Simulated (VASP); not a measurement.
# SiC (P6_3mc) in VASP: G0W0 quasiparticle levels with PBE

Aim: the G0W0 quasiparticle levels of SiC with PBE.

Program: VASP 6.6.1. These are calculated values, not measurements. Logs are shortened: lines on timing, memory, paths and dates and some standing lists are left out, and cuts for length are marked.

### 1 The cell of the first run

It takes space group P6_3mc (No. 186, hexagonal). The conventional cell has a = 3.075 Å, b = 3.075 Å, c = 5.048 Å, α = 90.00°, β = 90.00°, γ = 120.00°. Si (site symmetry 3m) has 4 C at 1.88 to 1.90 Å within 2.5 Å. Within 2.5 Å of C (site symmetry 3m) lie 4 Si at 1.88 to 1.90 Å.

### 2 G0W0 quasiparticle levels, PBE

POSCAR reads:

```
SiC
1.0
    3.0753562473      0.0000000000      0.0000000000
   -1.5376781236      2.6633366358      0.0000000000
    0.0000000000      0.0000000000      5.0481081049
Si C
2 2
Direct
    0.3333333333      0.6666666667     -0.0004084052
    0.6666666667      0.3333333333      0.4995915948
    0.3333333333      0.6666666667      0.3754084052
    0.6666666667      0.3333333333      0.8754084052
```

INCAR.step1 reads:

```
ALGO = Normal
EDIFF = 1E-8
ENCUT = 500
GGA = PE
ISMEAR = 0
LASPH = T
LCHARG = F
LREAL = F
LWAVE = T
NELM = 60
PREC = Accurate
SIGMA = 0.01
```

INCAR.step2 reads:

```
ALGO = Exact
EDIFF = 1E-8
ENCUT = 500
GGA = PE
ISMEAR = 0
ISTART = 1
LASPH = T
LCHARG = F
LOPTICS = T
LREAL = F
LWAVE = T
NBANDS = 163
NELM = 1
PREC = Accurate
SIGMA = 0.01
```

INCAR.step3 reads:

```
ALGO = EVGW0
EDIFF = 1E-8
ENCUT = 500
ENCUTGW = 140.0
GGA = PE
ISMEAR = 0
ISTART = 1
LASPH = T
LCHARG = F
LREAL = F
LWAVE = F
NBANDS = 163
NBANDSGW = 16
NELMGW = 1
NOMEGA = 96
OMEGAMAX = 20
PREC = Accurate
PRECFOCK = Fast
SIGMA = 0.01
```

KPOINTS reads:

```
k-points
0
Gamma
  6 6 4
```

Potentials or basis: VASP PAW PBE potentials, release 64 (Si_GW, C_GW).

Run with:

```console
$ cat potpaw_PBE.64/Si_GW/POTCAR potpaw_PBE.64/C_GW/POTCAR > POTCAR
$ cp INCAR.step1 INCAR
$ mpirun -np 1 vasp_std > vasp.out
$ cp INCAR.step2 INCAR
$ mpirun -np 1 vasp_std > vasp.out
$ cp INCAR.step3 INCAR
$ mpirun -np 1 vasp_std > vasp.out
```

OUTCAR:

```text
EDIFF = 1E-8
   ENCUT = 500
   ENCUTGW = 140.0
   GGA = PE
   ISMEAR = 0
   ISTART = 1
   LASPH = T
   LREAL = F
   NELMGW = 1
   PREC = Accurate
   PRECFOCK = Fast

 ion  position               nearest neighbor table
   1  0.333  0.667  1.000-   4 1.88   4 1.88   4 1.88   3 1.90   2 3.09   2 3.09   2 3.09   2 3.09
                             2 3.09   2 3.09
   2  0.667  0.333  0.500-   3 1.88   3 1.88   3 1.88   4 1.90   1 3.09   1 3.09   1 3.09   1 3.09
                             1 3.09   1 3.09
   3  0.333  0.667  0.375-   2 1.88   2 1.88   2 1.88   1 1.90
   4  0.667  0.333  0.875-   1 1.88   1 1.88   1 1.88   2 1.90

  LATTYP: Found a hexagonal cell.
 ALAT       =     3.0753562473
 C/A-ratio  =     1.6414710033

  Lattice vectors:

 A1 = (   3.0753562473,   0.0000000000,   0.0000000000)
 A2 = (  -1.5376781236,   2.6633366358,   0.0000000000)
 A3 = (   0.0000000000,   0.0000000000,   5.0481081049)

Analysis of symmetry for initial positions (statically):
=====================================================================
 Subroutine PRICEL returns:
 Original cell was already a primitive cell.

 Routine SETGRP: Setting up the symmetry group for a
 hexagonal supercell.

 Subroutine GETGRP returns: Found 12 space group operations
 (whereof  6 operations were pure point group operations)
 out of a pool of 24 trial point group operations.

The static configuration has the point symmetry C_3v.
 The point group associated with its full space group is C_6v.

Analysis of symmetry for dynamics (positions and initial velocities):
=====================================================================
 Subroutine PRICEL returns:
 Original cell was already a primitive cell.

 Routine SETGRP: Setting up the symmetry group for a
 hexagonal supercell.

 Subroutine GETGRP returns: Found 12 space group operations
 (whereof  6 operations were pure point group operations)
 out of a pool of 24 trial point group operations.

The dynamic configuration has the point symmetry C_3v.
 The point group associated with its full space group is C_6v.

 Subroutine INISYM returns: Found 12 space group operations
 (whereof  6 operations are pure point group operations),
 and found     1 'primitive' translations

----------------------------------------------------------------------------------------

                                     Primitive cell

  volume of cell :      41.3476

  direct lattice vectors                    reciprocal lattice vectors
     3.075356247  0.000000000  0.000000000     0.325165581  0.187734436  0.000000000
    -1.537678124  2.663336636  0.000000000     0.000000000  0.375468871  0.000000000
     0.000000000  0.000000000  5.048108105     0.000000000  0.000000000  0.198094014

  length of vectors
     3.075356247  3.075356247  5.048108105     0.375468871  0.375468871  0.198094014

  position of ions in fractional coordinates (direct lattice)
     0.333333333  0.666666667  0.999591595
     0.666666667  0.333333333  0.499591595
     0.333333333  0.666666667  0.375408405
     0.666666667  0.333333333  0.875408405

  ion indices of the primitive-cell ions
   primitive index   ion index
                 1           1
                 2           2
                 3           3
                 4           4

----------------------------------------------------------------------------------------

 KPOINTS: k-points

Automatic generation of k-mesh.
 Grid dimensions read from file:
 generate k-points for:    6    6    4

 Generating k-lattice:

  Cartesian coordinates                     Fractional coordinates (reciprocal lattice)
     0.054194263  0.031289073  0.000000000     0.166666667 -0.000000000  0.000000000
     0.000000000  0.062578145  0.000000000     0.000000000  0.166666667  0.000000000
     0.000000000  0.000000000  0.049523504     0.000000000  0.000000000  0.250000000

  Length of vectors
     0.062578145  0.062578145  0.049523504

  Shift w.r.t. Gamma in fractional coordinates (k-lattice)
     0.000000000  0.000000000  0.000000000

 Subroutine IBZKPT returns following result:
 ===========================================

 Found     21 irreducible k-points:

 Following reciprocal coordinates:
            Coordinates               Weight
  0.000000  0.000000  0.000000      1.000000
  0.166667  0.000000  0.000000      6.000000
  0.333333  0.000000  0.000000      6.000000
  0.500000  0.000000  0.000000      3.000000
  0.166667  0.166667  0.000000      6.000000
  0.333333  0.166667  0.000000     12.000000
[... 13 lines left out ...]
  0.333333  0.166667  0.500000     12.000000
  0.333333  0.333333  0.500000      2.000000
   k-points           NKPTS =     21   k-points in BZ     NKDIM =    144   number of bands    NBANDS=    163
   number of dos      NEDOS =    301   number of ions     NIONS =      4
   total plane-waves  NPLWV =  23040
   dimension x,y,z NGX =    24 NGY =   24 NGZ =   40
   dimension x,y,z NGXF=    48 NGYF=   48 NGZF=   80
   ions per type =               2   2
   NGX,Y,Z   is equivalent  to a cutoff of  12.97, 12.97, 13.17 a.u.
   NGXF,Y,Z  is equivalent  to a cutoff of  25.95, 25.95, 26.35 a.u.
 SYSTEM =  unknown system
   PREC   = accura    normal or accurate (medium, high low for compatibility)
   ISTART =      1    job   : 0-new  1-cont  2-samecut
   ICHARG =      0    charge: 1-file 2-atom 10-const
   ISPIN  =      1    spin polarized calculation?
   LNONCOLLINEAR =      F non collinear calculations
   LSORBIT =      F    spin-orbit coupling
   LASPH  =      T    aspherical Exc in radial PAW
   ENCUT  =  500.0 eV  36.75 Ry    6.06 a.u.   5.61  5.61  9.20*2*pi/ulx,y,z
   NELM   =     60;   NELMIN=  2; NELMDL=  0     # of ELM steps
   EDIFF  = 0.1E-07   stopping-criterion for ELM
   LREAL  =      F    real-space projection
   EDIFFG = 0.1E-06   stopping-criterion for IOM
   NSW    =      0    number of steps for IOM
   IBRION =     -1    ionic relax: 0-MD 1-quasi-New 2-CG
   NFREE  =      0    steps in history (QN), initial steepest desc. (CG)
   ISIF   =      0    stress and relaxation
   ISYM   =      3    0-nonsym 1-usesym 2-fastsym
   POTIM  = 0.5000    time-step for ionic-motion
   TEBEG  =    0.0;   TEEND  =   0.0 temperature during run
   PSTRESS=    0.0 pullay stress
   NELECT =      16.0000    total number of electrons
   NUPDOWN=      -1.0000    fix difference up-down
   EMIN   =  10.00;   EMAX   =-10.00  energy-range for DOS
   EFERMI =   0.00;   METHOD = LEGACY
   ISMEAR =     0;   SIGMA  =   0.01  broadening in eV -4-tet -1-fermi 0-gaus
   EFERMI_NEDOS =   21; number of points for ismear=-14 and -15
   IALGO  =     38    algorithm
   IMIX   =      4    mixing-type and parameters
     AMIX     =   0.40;   BMIX     =  1.00
     AMIX_MAG =   1.60;   BMIX_MAG =  1.00
  volume/ion in A,a.u.               =      10.34        69.76
  Fermi-wavevector in a.u.,A,eV,Ry     =   1.192975  2.254396 19.363676  1.423190
  Thomas-Fermi vector in A             =   2.329001
   LORBIT       =      0    0 simple, 1 ext, 2 COOP (PROOUT), +10 PAW based schemes
   GGA     = PE    functional components
   LHFCALC =     T    Hartree Fock is set to
   PRECFOCK=fast      Normal, Fast or Accurate (Low or Medium for compatibility)
   ENCUT4O =  -1.0   cutoff for four orbital integrals eV
   NKREDX  =     1    reduce k-point grid by
   NKREDY  =     1    reduce k-point grid by
   NKREDZ  =     1    reduce k-point grid by
   AEXX    =    1.0000 exact exchange contribution
   HFSCREEN=    0.0000 screening length (either q_TF or 0.3 A-1)
   HFSCREENC=   0.0000 screening length for correlation (either q_TF or 0.3 A-1)
   ENCUTFOCK=  -1.0 apply spherical cutoff to Coloumb kernel
   IVDW    =     0    specifies the selected vdW correction
   LEPSILON=     F    determine dielectric tensor
   LRPA    =     F    only Hartree local field effects (RPA)
   LRPAFORCE           =     F    calculate RPA forces
   ENCUTGW             = 140.0    cutoff for response function in eV
   ENCUTGWSOFT         = 112.0    soft cutoff for Coulomb kernel in GW response function in eV
   ENCUTLF             =  -1.0    cutoff for local field effects
   NELMGW              =     1    number of iterations in solving QP/BSE equation
   NELMHF              =     1    number of iterations in the inner HF iteration
   NKREDLFX            =     1    NKREDLFY  =   1   NKREDLFZ  =   1
 non-spin polarized calculation
 Gauss-broadening in eV      SIGMA  =   0.01
  energy-cutoff  :      500.00
  volume of cell :       41.35
 maximum number of plane-waves:      1099
 NGX is ok and might be reduce to    24
  NGX = 14; NGY = 14; NGZ = 24
   NGX = 11   NGY = 11   NGZ = 19
 maximum number of plane-waves:       162
 NGX is ok and might be reduce to    14

 QP shifts <psi_nk| G(iteration)W_0 |psi_nk>: iteration 1
 for sc-GW calculations column KS-energies equals QP-energies in previous step
 and V_xc(KS)=  KS-energies - (<T + V_ion + V_H > + <T+V_H+V_ion>^1  + <V_x>^1)

 k-point   1 :       0.0000    0.0000    0.0000
  band No.  KS-energies  QP-energies   sigma(KS)   V_xc(KS)     V^pw_x(r,r')   Z            occupation Imag(sigma)

      1      -7.6490      -8.6363     -14.1536     -12.7527     -21.7213       0.7047       2.0000       1.2823
      2      -4.0830      -4.9841     -15.0085     -13.7858     -21.7064       0.7369       2.0000       0.8439
      3      -0.7782      -1.6696     -13.2604     -12.0437     -17.9053       0.7327       2.0000       0.3204
      4       6.6114       5.9542     -15.2144     -14.3750     -17.4579       0.7829       2.0000       0.0343
      5       6.6114       5.9542     -15.2144     -14.3750     -17.4579       0.7829       2.0000       0.0343
      6       7.8160       7.2863     -15.4787     -14.8073     -17.3237       0.7890       2.0000       0.0289
[... 8 lines left out ...]
     15      16.8796      17.5236     -10.9361     -11.7615      -5.4040       0.7802       0.0000      -0.0942
     16      19.2681      19.9299     -12.1882     -13.0744      -5.5829       0.7468       0.0000      -0.2347

 k-point   2 :       0.1667    0.0000    0.0000
  band No.  KS-energies  QP-energies   sigma(KS)   V_xc(KS)     V^pw_x(r,r')   Z            occupation Imag(sigma)

      1      -7.1699      -8.1451     -14.1947     -12.8207     -21.6287       0.7097       2.0000       1.2191
      2      -3.6802      -4.5648     -15.1007     -13.8947     -21.6862       0.7336       2.0000       0.7791
      3      -0.3422      -1.2267     -13.3442     -12.1433     -17.8221       0.7366       2.0000       0.2826
      4       4.4364       3.6579     -14.4557     -13.4406     -17.2190       0.7669       2.0000       0.0517
      5       5.9225       5.2133     -14.9092     -13.9985     -17.3025       0.7789       2.0000       0.0378
      6       6.3506       5.6982     -15.2551     -14.4172     -17.5621       0.7786       2.0000       0.0370
[... 8 lines left out ...]
     15      17.4895      18.0151     -10.6652     -11.3326      -5.2387       0.7874       0.0000      -0.1007
     16      17.8371      18.4417     -10.8974     -11.6757      -5.1362       0.7768       0.0000      -0.1318
[... 348 lines left out ...]
      5       3.8279       3.0113     -14.0158     -12.9461     -16.8796       0.7634       2.0000       0.0591
      6       3.8279       3.0113     -14.0158     -12.9461     -16.8796       0.7634       2.0000       0.0591
[... 8 lines left out ...]
     15      19.6295      20.3347     -11.8002     -12.7301      -5.4253       0.7584       0.0000      -0.2025
     16      19.6295      20.3347     -11.8002     -12.7301      -5.4253       0.7584       0.0000      -0.2025

 k-point  21 :       0.3333    0.3333    0.5000
  band No.  KS-energies  QP-energies   sigma(KS)   V_xc(KS)     V^pw_x(r,r')   Z            occupation Imag(sigma)

      1      -2.8545      -3.7024     -15.4560     -14.2904     -21.8711       0.7274       2.0000       0.6607
      2      -2.8545      -3.7024     -15.4560     -14.2904     -21.8711       0.7274       2.0000       0.6607
      3       0.1739      -0.6836     -13.7249     -12.5540     -18.0612       0.7323       2.0000       0.2360
      4       0.1739      -0.6836     -13.7249     -12.5540     -18.0612       0.7323       2.0000       0.2360
      5       2.2839       1.4091     -13.3975     -12.2298     -16.7259       0.7492       2.0000       0.0963
      6       2.2839       1.4091     -13.3975     -12.2298     -16.7259       0.7492       2.0000       0.0963
[... 8 lines left out ...]
     15      19.5790      20.0786     -10.5072     -11.1423      -4.7655       0.7865       0.0000      -0.1685
     16      19.5790      20.0786     -10.5072     -11.1423      -4.7655       0.7865       0.0000      -0.1685
```

Run time: 24 min. Hardware: 1 thread of Intel Xeon Platinum 8259CL at 2.50GHz (Skylake/Cascade Lake), shared host; peak memory 0.77 GiB.

What came out:

- Quasiparticle gap: 3.02 eV
- Least direct quasiparticle gap: 4.93 eV
- Band gap of the starting levels on the mesh: 2.27 eV
- Least direct gap of the starting levels on the mesh: 3.97 eV

Caveat: the k points lie up to 0.39 Å⁻¹ apart; bands, screening cutoff and mesh are small and nothing is extrapolated, so the quasiparticle values aren't converged.
